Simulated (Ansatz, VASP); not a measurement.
# One calculation of SrTiO3, two programs

```
CELL_PARAMETERS angstrom
3.77439 0.00000 0.00000
0.00000 3.77439 0.00000
0.00000 0.00000 3.83275
ATOMIC_POSITIONS crystal
Sr 0.00000 0.00000 0.00000
Ti 0.50000 0.50000 0.50000
O 0.00000 0.50000 0.50000
O 0.50000 0.00000 0.50000
O 0.50000 0.50000 0.00000
```

Change from the starting cell: strain -0.030 along x and y, -0.015 along z, atoms carried along.

Alike in both runs: task single point; functional PBEsol; k mesh 8 × 8 × 8; occupations gaussian, width 0.05 eV; no spin polarisation.

|  | VASP | Ansatz |
| --- | --- | --- |
| version | VASP 6.6.1 | Ansatz 0.2.0 |
| potentials or method | VASP PAW PBE potentials, release 64 (Sr_sv, Ti_sv, O), cutoff 520 eV | scalar-relativistic, plane waves, PAW |
| valence electrons in the cell | 40 | 40 |

Ansatz gave:

* gap on the k mesh at the Fermi level (eV): 1.94
* least direct gap on the mesh (eV): 2.24
* pressure (GPa): 16.8
* traceless stress, the component that is largest in VASP (GPa): -3.43

Q: Which values does VASP return?

A: gap on the k mesh at the Fermi level (eV): 1.90; least direct gap on the mesh (eV): 2.22; pressure (GPa): 17.6; traceless stress, the component that is largest in VASP (GPa): -3.47.

VASP's potentials were made for PBE, not for PBEsol.
